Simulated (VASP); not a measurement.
# NaF (P6_3/mmc) in VASP: a series of runs, part 2 of 2

VASP 6.6.1. The steps go on from the part before.

## 3. Single point, r2SCAN

Input file POSCAR:

```
NaF
1.0
    3.2548848956      0.0000000000      0.0000000000
   -1.6274424478      2.8188130060      0.0000000000
    0.0000000000      0.0000000000      5.6957475434
Na F
2 2
Direct
    0.0000000000      0.0000000000      0.0000000000
    0.0000000000      0.0000000000      0.5000000000
    0.3333333333      0.6666666667      0.2500000000
    0.6666666667      0.3333333333      0.7500000000
```

Input file INCAR.step1:

```
SYSTEM = NaF
ALGO = Normal ; EDIFF = 1E-4
ENCUT = 520 ; GGA = PE
ISMEAR = 0 ; LASPH = .True.
LCHARG = .False. ; LREAL = .False.
LWAVE = .True. ; NBANDS = 22
NELM = 80 ; PREC = Accurate
SIGMA = 0.02
```

Input file INCAR.step2:

```
SYSTEM = NaF
ALGO = Normal ; EDIFF = 1E-6
ENCUT = 520 ; ISIF = 2
ISMEAR = 0 ; ISTART = 1
LASPH = .True. ; LCHARG = .True.
LELF = .True. ; LMIXTAU = .True.
LREAL = .False. ; LVHAR = .True.
LWAVE = .False. ; METAGGA = R2SCAN
NBANDS = 22 ; NELM = 80
PREC = Accurate ; SIGMA = 0.02
```

Input file KPOINTS:

```
k-points
0
Gamma
  12 12 4
  0 0 0
```

Potentials or basis: VASP PAW PBE potentials, release 64 (Na_pv, F).

Run with:

```sh
cat potpaw_PBE.64/Na_pv/POTCAR potpaw_PBE.64/F/POTCAR > POTCAR
cp INCAR.step1 INCAR
mpirun -np 1 vasp_std > vasp.out
cp INCAR.step2 INCAR
mpirun -np 1 vasp_std > vasp.out
```

OUTCAR:

```text
SYSTEM = NaF
   EDIFF = 1E-6
   ENCUT = 520
   ISIF = 2
   ISMEAR = 0
   ISTART = 1
   LASPH = .True.
   LREAL = .False.
   METAGGA = R2SCAN
   NELM = 80
   PREC = Accurate

 ion  position               nearest neighbor table
   1  0.000  0.000  0.000-
   2  0.000  0.000  0.500-
   3  0.333  0.667  0.250-
   4  0.667  0.333  0.750-

  LATTYP: Found a hexagonal cell.
 ALAT       =     3.2548848956
 C/A-ratio  =     1.7499075163

  Lattice vectors:

 A1 = (   3.2548848956,   0.0000000000,   0.0000000000)
 A2 = (  -1.6274424478,   2.8188130060,   0.0000000000)
 A3 = (   0.0000000000,   0.0000000000,   5.6957475434)

Analysis of symmetry for initial positions (statically):
=====================================================================
 Subroutine PRICEL returns:
 Original cell was already a primitive cell.

 Routine SETGRP: Setting up the symmetry group for a
 hexagonal supercell.

 Subroutine GETGRP returns: Found 24 space group operations
 (whereof 12 operations were pure point group operations)
 out of a pool of 24 trial point group operations.

The static configuration has the point symmetry D_3d.
 The point group associated with its full space group is D_6h.

Analysis of symmetry for dynamics (positions and initial velocities):
=====================================================================
 Subroutine PRICEL returns:
 Original cell was already a primitive cell.

 Routine SETGRP: Setting up the symmetry group for a
 hexagonal supercell.

 Subroutine GETGRP returns: Found 24 space group operations
 (whereof 12 operations were pure point group operations)
 out of a pool of 24 trial point group operations.

The dynamic configuration has the point symmetry D_3d.
 The point group associated with its full space group is D_6h.

 Subroutine INISYM returns: Found 24 space group operations
 (whereof 12 operations are pure point group operations),
 and found     1 'primitive' translations

----------------------------------------------------------------------------------------

                                     Primitive cell

  volume of cell :      52.2580

  direct lattice vectors                    reciprocal lattice vectors
     3.254884896  0.000000000  0.000000000     0.307230526  0.177379627  0.000000000
    -1.627442448  2.818813006  0.000000000     0.000000000  0.354759254  0.000000000
     0.000000000  0.000000000  5.695747543     0.000000000  0.000000000  0.175569579

  length of vectors
     3.254884896  3.254884896  5.695747543     0.354759254  0.354759254  0.175569579

  position of ions in fractional coordinates (direct lattice)
     0.000000000  0.000000000  0.000000000
     0.000000000  0.000000000  0.500000000
     0.333333333  0.666666667  0.250000000
     0.666666667  0.333333333  0.750000000

  ion indices of the primitive-cell ions
   primitive index   ion index
                 1           1
                 2           2
                 3           3
                 4           4

----------------------------------------------------------------------------------------

 KPOINTS: k-points

Automatic generation of k-mesh.
 Grid dimensions read from file:
 generate k-points for:   12   12    4

 Generating k-lattice:

  Cartesian coordinates                     Fractional coordinates (reciprocal lattice)
     0.025602544  0.014781636  0.000000000     0.083333333  0.000000000  0.000000000
     0.000000000  0.029563271  0.000000000     0.000000000  0.083333333  0.000000000
     0.000000000  0.000000000  0.043892395     0.000000000  0.000000000  0.250000000

  Length of vectors
     0.029563271  0.029563271  0.043892395

  Shift w.r.t. Gamma in fractional coordinates (k-lattice)
     0.000000000  0.000000000  0.000000000

 Subroutine IBZKPT returns following result:
 ===========================================

 Found     57 irreducible k-points:

 Following reciprocal coordinates:
            Coordinates               Weight
  0.000000  0.000000  0.000000      1.000000
  0.083333 -0.000000  0.000000      6.000000
  0.166667  0.000000  0.000000      6.000000
  0.250000  0.000000  0.000000      6.000000
  0.333333  0.000000  0.000000      6.000000
  0.416667  0.000000  0.000000      6.000000
[... 16 lines left out ...]
  0.250000  0.000000  0.250000     12.000000
  0.333333  0.000000  0.250000     12.000000
 [... further k-points ...]
   k-points           NKPTS =     57   k-points in BZ     NKDIM =     57   number of bands    NBANDS=     22
   number of dos      NEDOS =    301   number of ions     NIONS =      4
   total plane-waves  NPLWV =  24192
   dimension x,y,z NGX =    24 NGY =   24 NGZ =   42
   dimension x,y,z NGXF=    48 NGYF=   48 NGZF=   84
   ions per type =               2   2
   NGX,Y,Z   is equivalent  to a cutoff of  12.26, 12.26, 12.26 a.u.
   NGXF,Y,Z  is equivalent  to a cutoff of  24.52, 24.52, 24.52 a.u.
 SYSTEM =  NaF
   PREC   = accura    normal or accurate (medium, high low for compatibility)
   ISTART =      1    job   : 0-new  1-cont  2-samecut
   ICHARG =      0    charge: 1-file 2-atom 10-const
   ISPIN  =      1    spin polarized calculation?
   LNONCOLLINEAR =      F non collinear calculations
   LSORBIT =      F    spin-orbit coupling
   LASPH  =      T    aspherical Exc in radial PAW
   ENCUT  =  520.0 eV  38.22 Ry    6.18 a.u.   6.05  6.05 10.59*2*pi/ulx,y,z
   NELM   =     80;   NELMIN=  2; NELMDL=  0     # of ELM steps
   EDIFF  = 0.1E-05   stopping-criterion for ELM
   LREAL  =      F    real-space projection
   EDIFFG = 0.1E-04   stopping-criterion for IOM
   NSW    =      0    number of steps for IOM
   IBRION =     -1    ionic relax: 0-MD 1-quasi-New 2-CG
   NFREE  =      0    steps in history (QN), initial steepest desc. (CG)
   ISIF   =      2    stress and relaxation
   ISYM   =      2    0-nonsym 1-usesym 2-fastsym
   POTIM  = 0.5000    time-step for ionic-motion
   TEBEG  =    0.0;   TEEND  =   0.0 temperature during run
   PSTRESS=    0.0 pullay stress
   NELECT =      28.0000    total number of electrons
   NUPDOWN=      -1.0000    fix difference up-down
   EMIN   =  10.00;   EMAX   =-10.00  energy-range for DOS
   EFERMI =   0.00;   METHOD = LEGACY
   ISMEAR =     0;   SIGMA  =   0.02  broadening in eV -4-tet -1-fermi 0-gaus
   EFERMI_NEDOS =   21; number of points for ismear=-14 and -15
   IALGO  =     38    algorithm
   IMIX   =      4    mixing-type and parameters
     AMIX     =   0.40;   BMIX     =  1.00
     AMIX_MAG =   1.60;   BMIX_MAG =  1.00
  volume/ion in A,a.u.               =      13.06        88.16
  Fermi-wavevector in a.u.,A,eV,Ry     =   1.329668  2.512709 24.055340  1.768018
  Thomas-Fermi vector in A             =   2.458813
   LORBIT       =      0    0 simple, 1 ext, 2 COOP (PROOUT), +10 PAW based schemes
   METAGGA = R2SCAN    functional components
   LHFCALC =     F    Hartree Fock is set to
   AEXX    =    0.0000 exact exchange contribution
   IVDW    =     0    specifies the selected vdW correction
   LEPSILON=     F    determine dielectric tensor
   LRPA    =     F    only Hartree local field effects (RPA)
 non-spin polarized calculation
 Gauss-broadening in eV      SIGMA  =   0.02
  energy-cutoff  :      520.00
  volume of cell :       52.26
 maximum number of plane-waves:      1428
   NGX = 13   NGY = 13   NGZ = 21

 number of electron      27.9999984 magnetization

 Free energy of the ion-electron system (eV)
  ---------------------------------------------------
  ext. energy  EPLUGINS =         0.00000000
  ---------------------------------------------------
  free energy    TOTEN  =       -24.97551733 eV

  energy without entropy =      -24.97551733  energy(sigma->0) =      -24.97551733

 E-fermi :  -2.7066     XC(G=0):  -9.5082

 val. band max:       -2.8291066166   @ k =   0.0000   0.0000   0.0000
 cond. band min:       4.0048083135   @ k =   0.0000   0.0000   0.0000
 fundamental gap:      6.8339149301
 Fermi energy:        -2.7065673999

 k-point     1 :       0.0000    0.0000    0.0000
  band No.  band energies     occupation
      1     -23.6649      2.00000
      2     -23.1142      2.00000
      3     -22.7257      2.00000
      4     -22.7254      2.00000
      5     -22.6992      2.00000
      6     -22.6989      2.00000
[... 574 lines left out ...]
      6     -22.7126      2.00000
[... 14 lines left out ...]
     21      18.0006      0.00000
     22      18.2053      0.00000

 [... further k-points ...]

------------------------ aborting loop because EDIFF is reached ----------------------------------------

  FORCE on cell =-STRESS in cart. coord.  units (eV):
  Direction    XX          YY          ZZ          XY          YZ          ZX
  --------------------------------------------------------------------------------------
  -------------------------------------------------------------------------------------
  Total       -1.2502097     -1.2502097     -1.3064990      0.0000000      0.0000000      0.0000000
  in kB      -38.3301747    -38.3301747    -40.0559504      0.0000000      0.0000000      0.0000000
  external PRESSURE =     -38.9054333 kB  Pullay stress =       0.0000000 kB

 VOLUME and BASIS-vectors are now :
 -----------------------------------------------------------------------------
  energy-cutoff  :      520.00
  volume of cell :       52.26
      direct lattice vectors                 reciprocal lattice vectors
     3.254884896  0.000000000  0.000000000     0.307230526  0.177379627  0.000000000
    -1.627442448  2.818813006  0.000000000     0.000000000  0.354759254  0.000000000
     0.000000000  0.000000000  5.695747543     0.000000000  0.000000000  0.175569579

 POSITION                                       TOTAL-FORCE (eV/Angst)
 -----------------------------------------------------------------------------------
      0.00000      0.00000      0.00000        -0.000000      0.000000     -0.000000
      0.00000      0.00000      2.84787        -0.000000      0.000000     -0.000000
     -0.00000      1.87921      1.42394         0.000000      0.000000      0.000000
      1.62744      0.93960      4.27181        -0.000000     -0.000000      0.000000
 -----------------------------------------------------------------------------------
    total drift:                               -0.000000      0.000000     -0.000000

  FREE ENERGIE OF THE ION-ELECTRON SYSTEM (eV)
  ---------------------------------------------------
  free  energy   TOTEN  =       -24.9755173268 eV

  energy  without entropy=      -24.9755173268  energy(sigma->0) =      -24.97551733
```

It took 1.9 min on 1 thread of AMD EPYC 9R45 (Zen 5), shared host; peak memory 0.16 GiB.

What came out:

* Free energy: -24.9755 eV
* Pressure: -3.9 GPa
* Band gap on the k mesh: 6.83 eV

Stress tensor (GPa, compression positive):
```
-3.83  0.00  0.00
 0.00 -3.83  0.00
 0.00  0.00 -4.01
```

Caveat: the cell stands under tension; the PAW data sets were made with another functional, which shifts forces and pressure a little. A k mesh can miss the band edges.

## 4. Relaxation of cell and atoms, PBE (atoms taken out)

Input file INCAR:

```
SYSTEM = NaF
ALGO = Normal
EDIFF = 1E-6
EDIFFG = -0.01
ENCUT = 600
GGA = PE
IBRION = 2
ISIF = 3
ISMEAR = 0
LASPH = .True.
LCHARG = .False.
LREAL = .False.
LWAVE = .False.
NELM = 100
NSW = 100
PREC = Accurate
SIGMA = 0.02
```

KPOINTS is that of step 3.

POSCAR, as its differences from that of step 3:

```diff
@@ -10,3 +10,3 @@
     0.0000000000      0.0000000000      0.5000000000
-    0.3333333333      0.6666666667      0.2500000000
-    0.6666666667      0.3333333333      0.7500000000
+    0.3333333333      0.6666666667      0.2499996559
+    0.6666666667      0.3333333333      0.7500003441
```

Potentials or basis: VASP PAW PBE potentials, release 64 (Na_pv, F).

Run with:

```sh
cat potpaw_PBE.64/Na_pv/POTCAR potpaw_PBE.64/F/POTCAR > POTCAR
mpirun -np 1 vasp_std > vasp.out
```

OUTCAR:

```text
SYSTEM = NaF
   EDIFF = 1E-6
   EDIFFG = -0.01
   ENCUT = 600
   GGA = PE
   IBRION = 2
   ISIF = 3
   ISMEAR = 0
   LASPH = .True.
   LREAL = .False.
   NELM = 100
   NSW = 100
   PREC = Accurate

 ion  position               nearest neighbor table
   1  0.000  0.000  0.000-
   2  0.000  0.000  0.500-
   3  0.333  0.667  0.250-
   4  0.667  0.333  0.750-

  LATTYP: Found a hexagonal cell.
 ALAT       =     3.2548848956
 C/A-ratio  =     1.7499075163

  Lattice vectors:

 A1 = (   3.2548848956,   0.0000000000,   0.0000000000)
 A2 = (  -1.6274424478,   2.8188130060,   0.0000000000)
 A3 = (   0.0000000000,   0.0000000000,   5.6957475434)

Analysis of symmetry for initial positions (statically):
=====================================================================
 Subroutine PRICEL returns:
 Original cell was already a primitive cell.

 Routine SETGRP: Setting up the symmetry group for a
 hexagonal supercell.

 Subroutine GETGRP returns: Found 24 space group operations
 (whereof 12 operations were pure point group operations)
 out of a pool of 24 trial point group operations.

The static configuration has the point symmetry D_3d.
 The point group associated with its full space group is D_6h.

Analysis of symmetry for dynamics (positions and initial velocities):
=====================================================================
 Subroutine PRICEL returns:
 Original cell was already a primitive cell.

 Routine SETGRP: Setting up the symmetry group for a
[... 183 lines left out ...]
 -----------------------------------------------------------------------------------
      0.00000      0.00000      0.00000        -0.000000      0.000000      0.000000
      0.00000      0.00000      2.84787        -0.000000      0.000000      0.000000
     -0.00000      1.87921      1.42393        -0.000000     -0.000000      0.000000
      1.62744      0.93960      4.27181         0.000000      0.000000     -0.000000
 -----------------------------------------------------------------------------------
    total drift:                                0.000000     -0.000000      0.000000

  FREE ENERGIE OF THE ION-ELECTRON SYSTEM (eV)
  ---------------------------------------------------
  free  energy   TOTEN  =       -16.9670441817 eV

  energy  without entropy=      -16.9670441817  energy(sigma->0) =      -16.96704418

--------------------------------------- Ionic step        2  -------------------------------------------

 number of electron      28.0000007 magnetization

 Free energy of the ion-electron system (eV)
  ---------------------------------------------------
  ext. energy  EPLUGINS =         0.00000000
  ---------------------------------------------------
  free energy    TOTEN  =       -16.96725519 eV

  energy without entropy =      -16.96725519  energy(sigma->0) =      -16.96725519

 E-fermi :  -2.0532     XC(G=0):  -8.9340

 val. band max:       -2.1900707796   @ k =   0.0000   0.0000   0.0000
 cond. band min:       3.7992495116   @ k =   0.0000   0.0000   0.0000
 fundamental gap:      5.9893202912
 Fermi energy:        -2.0531956565

 k-point     1 :       0.0000    0.0000    0.0000
  band No.  band energies     occupation
      1     -22.2161      2.00000
      2     -21.5119      2.00000
      3     -21.5119      2.00000
      4     -21.4839      2.00000
      5     -21.4839      2.00000
      6     -21.4590      2.00000
[... 481 lines left out ...]
      5     -21.5064      2.00000
      6     -21.4938      2.00000
[... 10 lines left out ...]
     17      11.1417      0.00000
     18      12.2260      0.00000

 [... further k-points ...]

------------------------ aborting loop because EDIFF is reached ----------------------------------------

  FORCE on cell =-STRESS in cart. coord.  units (eV):
  Direction    XX          YY          ZZ          XY          YZ          ZX
  --------------------------------------------------------------------------------------
  -------------------------------------------------------------------------------------
  Total       -0.0370564     -0.0370564     -0.0271185      0.0000000     -0.0000000      0.0000000
  in kB       -1.1398580     -1.1398580     -0.8341680      0.0000000     -0.0000000      0.0000000
  external PRESSURE =      -1.0379614 kB  Pullay stress =       0.0000000 kB

 VOLUME and BASIS-vectors are now :
 -----------------------------------------------------------------------------
  energy-cutoff  :      600.00
  volume of cell :       52.09
      direct lattice vectors                 reciprocal lattice vectors
     3.251229299  0.000000000  0.000000000     0.307575968  0.177579068  0.000000000
    -1.625614650  2.815647167 -0.000000000     0.000000000  0.355158136  0.000000000
     0.000000000  0.000000000  5.689795232     0.000000000  0.000000000  0.175753249

 POSITION                                       TOTAL-FORCE (eV/Angst)
 -----------------------------------------------------------------------------------
      3.25123      0.00000      0.00000        -0.000000      0.000000      0.000000
      3.25123      0.00000      2.84490        -0.000000      0.000000      0.000000
     -0.00000      1.87710      1.42245         0.000000     -0.000000     -0.000000
      1.62561      0.93855      4.26735        -0.000000      0.000000      0.000000
 -----------------------------------------------------------------------------------
    total drift:                                0.000000     -0.000000      0.000000

  FREE ENERGIE OF THE ION-ELECTRON SYSTEM (eV)
  ---------------------------------------------------
  free  energy   TOTEN  =       -16.9672551873 eV

  energy  without entropy=      -16.9672551873  energy(sigma->0) =      -16.96725519

 reached required accuracy - stopping structural energy minimisation
```

OSZICAR:

```text
N       E                     dE             d eps       ncg     rms          rms(c)
DAV:   1     0.334025162509E+03    0.33403E+03   -0.17064E+04  2076   0.213E+03
DAV:   2     0.730927727509E+01   -0.32672E+03   -0.31554E+03  2530   0.521E+02
DAV:   3    -0.181584414131E+02   -0.25468E+02   -0.25385E+02  2224   0.153E+02
DAV:   4    -0.187803496004E+02   -0.62191E+00   -0.62162E+00  2498   0.250E+01
[... 12 lines left out ...]
DAV:   2    -0.169675228680E+02    0.25594E-02   -0.12453E-02  2676   0.982E-01    0.111E-01
DAV:   3    -0.169673266993E+02    0.19617E-03   -0.32838E-04  2360   0.407E-01    0.586E-02
DAV:   4    -0.169672566055E+02    0.70094E-04   -0.66730E-05  2638   0.243E-01    0.727E-03
DAV:   5    -0.169672552325E+02    0.13730E-05   -0.14114E-05  2278   0.673E-02    0.143E-03
DAV:   6    -0.169672551873E+02    0.45207E-07   -0.13171E-06  1510   0.116E-02
   2 F= -.16967255E+02 E0= -.16967255E+02  d E =-.211006E-03
```

Wall time 46 s (1 thread of AMD EPYC 9R45 (Zen 5), shared host); peak memory 0.18 GiB.

What came out:

```yaml
Free_energy: -16.9673 eV
Relaxed_volume: 13.02 Å³/atom
Relaxed_cell: a = 3.251 Å, b = 3.251 Å, c = 5.690 Å, α = 90.00°, β = 90.00°, γ = 120.00°
Space_group_after_relaxing_to_0.1_Å: P6_3/mmc (No. 194)
Energy_gained_by_relaxing: 0.1 meV/atom
Ionic_steps: 2
Pressure_after_relaxing: -0.1 GPa
Band_gap_on_the_k_mesh: 5.99 eV
```

The path:
| step | energy change (eV) | largest force (eV/Å) | pressure (GPa) | volume (Å³) |
| --- | --- | --- | --- | --- |
| 1 | 0.0000 | 0.0000 | -0.28 | 52.26 |
| 2 | -0.0002 | 0.0000 | -0.10 | 52.09 |

Final structure:
```yaml
crystal:
  lattice:
    - [3.25123, 0.00000, 0.00000]
    - [-1.62561, 2.81565, 0.00000]
    - [0.00000, 0.00000, 5.68980]
  atoms:
    - { symbol: Na, position: [0.00000, 0.00000, 0.00000] }
    - { symbol: Na, position: [0.00000, 0.00000, 0.50000] }
    - { symbol: F, position: [0.33333, 0.66667, 0.25000] }
    - { symbol: F, position: [0.66667, 0.33333, 0.75000] }
```

Caveat: the cell differs from its parent crystal (atoms taken out). A k mesh can miss the band edges.

## 5. Overview

| task | level | cell | cutoff (eV) | gap on the mesh (eV) | pressure (GPa) |
| --- | --- | --- | --- | --- | --- |
| single point | PBE | as given | 520 | 5.97 | -0.2 |
| single point | r2SCAN | as given | 520 | 6.83 | -3.9 |
| relaxation of cell and atoms | PBE | relaxed | 600 | 5.99 | -0.1 |

Alike in all rows: potentials or basis VASP PAW PBE potentials, release 64 (Na_pv, F); no spin polarisation; k mesh 12 × 12 × 4; smearing gaussian 0.02 eV.

Caveats: the cell stands under tension (at least some runs); the PAW data sets were made with another functional, which shifts forces and pressure a little (at least some runs).

Total energies depend on the potentials used, so only differences within one code and one set of settings carry meaning.
